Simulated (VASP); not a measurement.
# AlN in VASP: single point with PBE

Aim: the single point of AlN with PBE.

Everything below comes from runs of VASP 6.6.1. Logs are shortened: lines on timing, memory, paths and dates and some standing lists are left out, and cuts for length are marked.

## (1) The cell of the first run

The cell holds a slab with vacuum, 8 atoms: a = 3.218 Å, b = 3.218 Å, c = 33.227 Å, α = 90.00°, β = 90.00°, γ = 120.00°.

## (2) Single point, PBE

The input, INCAR:

```
SYSTEM = AlN
PREC = Accurate
ENCUT = 520
EDIFF = 1E-6
ISMEAR = 0
SIGMA = 0.05
LREAL = .FALSE.
LASPH = .TRUE.
NELM = 100
ALGO = Normal
ISIF = 2
LWAVE = .FALSE.
LCHARG = .FALSE.
LDIPOL = .TRUE.
IDIPOL = 3
DIPOL = 0.5 0.5 0.681
GGA = PE
NBANDS = 26
```

The input, KPOINTS:

```
regular mesh
0
G
  9 9 1
  0 0 0
```

The input, POSCAR:

```
AlN
1.0
    3.2184289305      0.0000000000      0.0000000000
   -1.6092144652      2.7872412141      0.0000000000
    0.0000000000      0.0000000000     33.2269510279
N Al
4 4
Direct
    0.1481186008      0.8518813992      0.5829940665
    0.8147652353      0.1852347647      0.6491496923
    0.1480946380      0.8519053620      0.7137369827
    0.8147584476      0.1852415524      0.7799089092
    0.8148123239      0.1851876761      0.5858533881
    0.1480981522      0.8519018478      0.6485656393
    0.8147614987      0.1852385013      0.7143194097
    0.1480915127      0.8519084873      0.7770273758
```

Potentials or basis: VASP PAW PBE potentials, release 64 (N, Al).

Command:

```sh
cat potpaw_PBE.64/N/POTCAR potpaw_PBE.64/Al/POTCAR > POTCAR
mpirun -np 1 vasp_std > vasp.out
```

OUTCAR:

```text
SYSTEM = AlN
   PREC = Accurate
   ENCUT = 520
   EDIFF = 1E-6
   ISMEAR = 0
   LREAL = .FALSE.
   LASPH = .TRUE.
   NELM = 100
   ISIF = 2
   GGA = PE

 ion  position               nearest neighbor table
   1  0.148  0.852  0.583-   5 1.86   5 1.86   5 1.86   6 2.18
   2  0.815  0.185  0.649-   6 1.86   6 1.86   6 1.86   5 2.10   7 2.17
   3  0.148  0.852  0.714-   7 1.86   7 1.86   7 1.86   8 2.10   6 2.17
   4  0.815  0.185  0.780-   8 1.86   8 1.86   8 1.86   7 2.18
   5  0.815  0.185  0.586-   1 1.86   1 1.86   1 1.86   2 2.10   6 2.79   6 2.79   6 2.79
   6  0.148  0.852  0.649-   2 1.86   2 1.86   2 1.86   3 2.17   1 2.18   5 2.79   5 2.79   5 2.79
                             7 2.87   7 2.87   7 2.87
   7  0.815  0.185  0.714-   3 1.86   3 1.86   3 1.86   2 2.17   4 2.18   8 2.79   8 2.79   8 2.79
                             6 2.87   6 2.87   6 2.87
   8  0.148  0.852  0.777-   4 1.86   4 1.86   4 1.86   3 2.10   7 2.79   7 2.79   7 2.79

  LATTYP: Found a hexagonal cell.
 ALAT       =     3.2184289305
 C/A-ratio  =    10.3239660547

  Lattice vectors:

 A1 = (   3.2184289305,   0.0000000000,   0.0000000000)
 A2 = (  -1.6092144652,   2.7872412141,   0.0000000000)
 A3 = (   0.0000000000,   0.0000000000,  33.2269510279)

Analysis of symmetry for initial positions (statically):
=====================================================================
 Subroutine PRICEL returns:
 Original cell was already a primitive cell.

 Routine SETGRP: Setting up the symmetry group for a
 hexagonal supercell.

 Subroutine GETGRP returns: Found  2 space group operations
 (whereof  2 operations were pure point group operations)
 out of a pool of 24 trial point group operations.

The static configuration has the point symmetry C_1h.

Analysis of symmetry for dynamics (positions and initial velocities):
=====================================================================
 Subroutine PRICEL returns:
 Original cell was already a primitive cell.

 Routine SETGRP: Setting up the symmetry group for a
 hexagonal supercell.

 Subroutine GETGRP returns: Found  2 space group operations
 (whereof  2 operations were pure point group operations)
 out of a pool of 24 trial point group operations.

The dynamic configuration has the point symmetry C_1h.

 Subroutine INISYM returns: Found  2 space group operations
 (whereof  2 operations are pure point group operations),
 and found     1 'primitive' translations

[... 119 lines left out ...]
   EFERMI =   0.00;   METHOD = LEGACY
   ISMEAR =     0;   SIGMA  =   0.05  broadening in eV -4-tet -1-fermi 0-gaus
   EFERMI_NEDOS =   21; number of points for ismear=-14 and -15
   IALGO  =     38    algorithm
   IMIX   =      4    mixing-type and parameters
     AMIX     =   0.40;   BMIX     =  1.00
     AMIX_MAG =   1.60;   BMIX_MAG =  1.00
  volume/ion in A,a.u.               =      37.26       251.43
  Fermi-wavevector in a.u.,A,eV,Ry     =   0.778076  1.470350  8.236991  0.605402
  Thomas-Fermi vector in A             =   1.880896
   LORBIT       =      0    0 simple, 1 ext, 2 COOP (PROOUT), +10 PAW based schemes
   GGA     = PE    functional components
   LHFCALC =     F    Hartree Fock is set to
   AEXX    =    0.0000 exact exchange contribution
   IVDW    =     0    specifies the selected vdW correction
   LEPSILON=     F    determine dielectric tensor
   LRPA    =     F    only Hartree local field effects (RPA)
 non-spin polarized calculation
 Gauss-broadening in eV      SIGMA  =   0.05
  energy-cutoff  :      520.00
  volume of cell :      298.06
 maximum number of plane-waves:      8124
   NGX = 11   NGY = 11   NGZ =123

 dipolmoment           0.000000      0.000000     -0.000215 electrons x Angstroem

 number of electron      32.0000005 magnetization

 dipolmoment           0.000000      0.000000      0.000390 electrons x Angstroem

 Free energy of the ion-electron system (eV)
  ---------------------------------------------------
  ext. energy  EPLUGINS =         0.00000000
  ---------------------------------------------------
  free energy    TOTEN  =       -57.79128372 eV

  energy without entropy =      -57.79128372  energy(sigma->0) =      -57.79128372

 E-fermi :  -1.7639     XC(G=0):  -3.4380

 val. band max:       -2.0130054302   @ k =   0.1111   0.1111   0.0000
 cond. band min:       1.4995048841   @ k =   0.0000   0.0000   0.0000
 fundamental gap:      3.5125103143
 Fermi energy:        -1.7638513302

 k-point     1 :       0.0000    0.0000    0.0000
  band No.  band energies     occupation
      1     -18.0852      2.00000
      2     -17.0864      2.00000
      3     -15.8113      2.00000
      4     -15.1089      2.00000
      5      -7.7115      2.00000
      6      -5.6882      2.00000
[... 685 lines left out ...]
     25       7.3018      0.00000
     26       7.8290      0.00000

 [... further k-points ...]

------------------------ aborting loop because EDIFF is reached ----------------------------------------

 vacuum level on the upper side and lower side of the slab       (xc-potential included)        -0.004        -0.012

  FORCE on cell =-STRESS in cart. coord.  units (eV):
  Direction    XX          YY          ZZ          XY          YZ          ZX
  --------------------------------------------------------------------------------------
  -------------------------------------------------------------------------------------
  Total        2.4184426      2.4164223     -0.0419559     -0.0017496     -0.0010925      0.0018923
  in kB       12.9998216     12.9889618     -0.2255250     -0.0094049     -0.0058725      0.0101715
  external PRESSURE =       8.5877528 kB  Pullay stress =       0.0000000 kB

 VOLUME and BASIS-vectors are now :
 -----------------------------------------------------------------------------
  energy-cutoff  :      520.00
  volume of cell :      298.06
      direct lattice vectors                 reciprocal lattice vectors
     3.218428931  0.000000000  0.000000000     0.310710605  0.179388851  0.000000000
    -1.609214465  2.787241214  0.000000000     0.000000000  0.358777703  0.000000000
     0.000000000  0.000000000 33.226951028     0.000000000  0.000000000  0.030096051

 POSITION                                       TOTAL-FORCE (eV/Angst)
 -----------------------------------------------------------------------------------
     -0.89415      2.37440     19.37112         0.002022     -0.001167     -0.011453
      2.32418      0.51629     21.56927         0.000225     -0.000130     -0.002293
     -0.89427      2.37447     23.71530        -0.000124      0.000071      0.001046
      2.32415      0.51631     25.91400        -0.000153      0.000088      0.003287
      2.32441      0.51616     19.46612        -0.002736      0.001579      0.010074
     -0.89425      2.37446     21.54986         0.000455     -0.000262      0.002648
      2.32416      0.51630     23.73466         0.000127     -0.000073     -0.000396
     -0.89428      2.37447     25.81825         0.000183     -0.000106     -0.002913
 -----------------------------------------------------------------------------------
    total drift:                               -0.000977      0.000564     -0.000198

  FREE ENERGIE OF THE ION-ELECTRON SYSTEM (eV)
  ---------------------------------------------------
  free  energy   TOTEN  =       -57.7912837172 eV

  energy  without entropy=      -57.7912837172  energy(sigma->0) =      -57.79128372

 vacuum level on the upper side and lower side of the slab         3.341         3.333
```

Wall time 3.8 min (1 thread of AMD EPYC 9R45 (Zen 5), shared host); peak memory 0.42 GiB.

What came out:

```
Free energy            : -57.7913 eV
Largest force          : 0.012 eV/Å
Band gap on the k mesh : 3.51 eV (least direct gap 3.76 eV)
```

Forces in eV/Å, atoms in the order of the input:
```
N    0.002 -0.001 -0.011
N    0.000  0.000 -0.002
N    0.000  0.000  0.001
N    0.000  0.000  0.003
Al  -0.003  0.002  0.010
Al   0.000  0.000  0.003
Al   0.000  0.000  0.000
Al   0.000  0.000 -0.003
```
